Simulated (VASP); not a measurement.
# WS2 (P6_3/mmc) in VASP: settings compared, part 2 of 2

VASP 6.6.1.

## (4) Single point, PBE

This run uses another cell than the first one, of 18.24 Å³/atom.

INCAR reads:

```
ALGO = Normal
EDIFF = 1E-6
ENCUT = 520
GGA = PE
ISIF = 2
ISMEAR = 0
LASPH = True
LCHARG = False
LREAL = False
LWAVE = False
NBANDS = 35
NELM = 80
PREC = Accurate
SIGMA = 0.011
```

KPOINTS reads:

```
k-points
0
Gamma
  10 10 3
```

POSCAR reads:

```
WS2
1.0
    3.1800000000      0.0000000000      0.0000000000
   -1.5900000000      2.7539607840      0.0000000000
    0.0000000000      0.0000000000     12.5000000000
W S
2 4
Direct
    0.6666666667      0.3333333333      0.7500000000
    0.3333333333      0.6666666667      0.2500000000
    0.6666666667      0.3333333333      0.3750000000
    0.3333333333      0.6666666667      0.8750000000
    0.6666666667      0.3333333333      0.1250000000
    0.3333333333      0.6666666667      0.6250000000
```

Potentials or basis: VASP PAW PBE potentials, release 64 (W_sv, S).

On the command line:

```bash
> cat potpaw_PBE.64/W_sv/POTCAR potpaw_PBE.64/S/POTCAR > POTCAR
> mpirun -np 1 vasp_std > vasp.out
```

OUTCAR:

```text
EDIFF = 1E-6
   ENCUT = 520
   GGA = PE
   ISIF = 2
   ISMEAR = 0
   LASPH = True
   LREAL = False
   NELM = 80
   PREC = Accurate

 ion  position               nearest neighbor table
   1  0.667  0.333  0.750-   4 2.41   6 2.41   4 2.41   6 2.41   4 2.41   6 2.41
   2  0.333  0.667  0.250-   3 2.41   5 2.41   3 2.41   5 2.41   3 2.41   5 2.41
   3  0.667  0.333  0.375-   2 2.41   2 2.41   2 2.41
   4  0.333  0.667  0.875-   1 2.41   1 2.41   1 2.41
   5  0.667  0.333  0.125-   2 2.41   2 2.41   2 2.41
   6  0.333  0.667  0.625-   1 2.41   1 2.41   1 2.41

  LATTYP: Found a hexagonal cell.
 ALAT       =     3.1800000000
 C/A-ratio  =     3.9308176101

  Lattice vectors:

 A1 = (   3.1800000000,   0.0000000000,   0.0000000000)
 A2 = (  -1.5900000000,   2.7539607840,   0.0000000000)
 A3 = (   0.0000000000,   0.0000000000,  12.5000000000)

Analysis of symmetry for initial positions (statically):
=====================================================================
 Subroutine PRICEL returns:
 Original cell was already a primitive cell.

 Routine SETGRP: Setting up the symmetry group for a
 hexagonal supercell.

 Subroutine GETGRP returns: Found 24 space group operations
 (whereof 12 operations were pure point group operations)
 out of a pool of 24 trial point group operations.

The static configuration has the point symmetry D_3d.
 The point group associated with its full space group is D_6h.

Analysis of symmetry for dynamics (positions and initial velocities):
=====================================================================
 Subroutine PRICEL returns:
 Original cell was already a primitive cell.

 Routine SETGRP: Setting up the symmetry group for a
[... 132 lines left out ...]
   IALGO  =     38    algorithm
   IMIX   =      4    mixing-type and parameters
     AMIX     =   0.40;   BMIX     =  1.00
     AMIX_MAG =   1.60;   BMIX_MAG =  1.00
  volume/ion in A,a.u.               =      18.24       123.12
  Fermi-wavevector in a.u.,A,eV,Ry     =   1.277353  2.413847 22.199688  1.631631
  Thomas-Fermi vector in A             =   2.409958
   LORBIT       =      0    0 simple, 1 ext, 2 COOP (PROOUT), +10 PAW based schemes
   GGA     = PE    functional components
   LHFCALC =     F    Hartree Fock is set to
   AEXX    =    0.0000 exact exchange contribution
   IVDW    =     0    specifies the selected vdW correction
   LEPSILON=     F    determine dielectric tensor
   LRPA    =     F    only Hartree local field effects (RPA)
 non-spin polarized calculation
 Gauss-broadening in eV      SIGMA  =   0.01
  energy-cutoff  :      520.00
  volume of cell :      109.47
 maximum number of plane-waves:      2976
 NGX is ok and might be reduce to    24
   NGX = 11   NGY = 11   NGZ = 47

 number of electron      52.0000006 magnetization

 Free energy of the ion-electron system (eV)
  ---------------------------------------------------
  ext. energy  EPLUGINS =         0.00000000
  ---------------------------------------------------
  free energy    TOTEN  =       -47.28121459 eV

  energy without entropy =      -47.28121459  energy(sigma->0) =      -47.28121459

 E-fermi :   7.3335     XC(G=0): -10.7732

 val. band max:        7.1203682196   @ k =   0.0000   0.0000   0.0000
 cond. band min:       8.2559190967   @ k =   0.2000   0.2000   0.0000
 fundamental gap:      1.1355508771
 Fermi energy:         7.3335064800

 k-point     1 :       0.0000    0.0000    0.0000
  band No.  band energies     occupation
      1     -67.5158      2.00000
      2     -67.5158      2.00000
      3     -31.7549      2.00000
      4     -31.7549      2.00000
      5     -31.6060      2.00000
      6     -31.6060      2.00000
[... 901 lines left out ...]
     34      11.1742      0.00000
     35      12.0663      0.00000

 [... further k-points ...]

------------------------ aborting loop because EDIFF is reached ----------------------------------------

  FORCE on cell =-STRESS in cart. coord.  units (eV):
  Direction    XX          YY          ZZ          XY          YZ          ZX
  --------------------------------------------------------------------------------------
  -------------------------------------------------------------------------------------
  Total        1.1115798      1.1115798      2.3730203      0.0000000      0.0000000      0.0000000
  in kB       16.2688311     16.2688311     34.7309889      0.0000000      0.0000000      0.0000000
  external PRESSURE =      22.4228837 kB  Pullay stress =       0.0000000 kB

 VOLUME and BASIS-vectors are now :
 -----------------------------------------------------------------------------
  energy-cutoff  :      520.00
  volume of cell :      109.47
      direct lattice vectors                 reciprocal lattice vectors
     3.180000000  0.000000000  0.000000000     0.314465409  0.181556688  0.000000000
    -1.590000000  2.753960784  0.000000000     0.000000000  0.363113377  0.000000000
     0.000000000  0.000000000 12.500000000     0.000000000  0.000000000  0.080000000

 POSITION                                       TOTAL-FORCE (eV/Angst)
 -----------------------------------------------------------------------------------
      1.59000      0.91799      9.37500         0.000000     -0.000000      0.000000
     -0.00000      1.83597      3.12500        -0.000000      0.000000      0.000000
      1.59000      0.91799      4.68750        -0.000000     -0.000000      0.131534
     -0.00000      1.83597     10.93750         0.000000     -0.000000      0.131534
      1.59000      0.91799      1.56250        -0.000000      0.000000     -0.131534
     -0.00000      1.83597      7.81250         0.000000      0.000000     -0.131534
 -----------------------------------------------------------------------------------
    total drift:                               -0.000000      0.000000     -0.000000

  FREE ENERGIE OF THE ION-ELECTRON SYSTEM (eV)
  ---------------------------------------------------
  free  energy   TOTEN  =       -47.2812145889 eV

  energy  without entropy=      -47.2812145889  energy(sigma->0) =      -47.28121459
```

It took 3 min on 1 thread of Intel Xeon 8259CL, shared host; peak memory 0.27 GiB.

What came out:

```yaml
Free_energy: -47.2812 eV
Pressure: 2.2 GPa
Largest_force: 0.132 eV/Å
Band_gap_on_the_k_mesh: 1.14 eV (least direct gap 2.09 eV)
```

Forces on the atoms (eV/Å):
```
W    0.000  0.000  0.000
W    0.000  0.000  0.000
S    0.000  0.000  0.132
S    0.000  0.000  0.132
S    0.000  0.000 -0.132
S    0.000  0.000 -0.132
```

Levels at points of the mesh, in eV from the valence-band top:
```tsv
k point	band 24	band 25	band 26	band 27	band 28	band 29
(0.00, 0.00, 0.00)	-1.57	-1.08	0.00	2.26	2.26	2.27
(0.50, 0.00, 0.00)	-1.85	-1.66	-1.50	2.22	2.25	2.57
```

Caveat: spin-orbit coupling is left out, which moves the levels of the heavy elements; an odd mesh through Γ misses points on the zone boundary, where band edges can lie; this functional lacks dispersion, which binds the layers, so the pressure and a relaxed spacing across them are unreliable. A hybrid or GW would open this gap; PBE tends to underestimate it.

## (5) The runs side by side

| level | cell | smearing | gap on the mesh (eV) | pressure (GPa) | largest force (eV/Å) |
| --- | --- | --- | --- | --- | --- |
| PBEsol+D3(BJ) | a = 3.115, b = 3.115, c = 11.771 Å, angles 90.0, 90.0, 120.0°, 6 atoms, atomic positions A | fermi-dirac 0.05 eV | 0.74 | 0.1 | 0.02 |
| PBEsol+D4 | a = 3.127, b = 3.127, c = 11.999 Å, angles 90.0, 90.0, 120.0°, 6 atoms, atomic positions B | fermi-dirac 0.05 eV | 0.86 | 0.1 | 0.02 |
| PBE | a = 3.180, b = 3.180, c = 12.500 Å, angles 90.0, 90.0, 120.0°, 6 atoms, atomic positions C | gaussian 0.011 eV | 1.14 | 2.2 | 0.13 |

Alike in all rows: task single point; potentials or basis VASP PAW PBE potentials, release 64 (W_sv, S); no spin polarisation; k mesh 10 × 10 × 3; cutoff (eV) 520.

Caveats: spin-orbit coupling is left out, which moves the levels of the heavy elements; an odd mesh through Γ misses points on the zone boundary, where band edges can lie; the PAW data sets were made with another functional, which shifts forces and pressure a little (at least some runs); this functional lacks dispersion, which binds the layers, so the pressure and a relaxed spacing across them are unreliable (at least some runs).

Absolute energies hang on the potentials; compare differences alone.
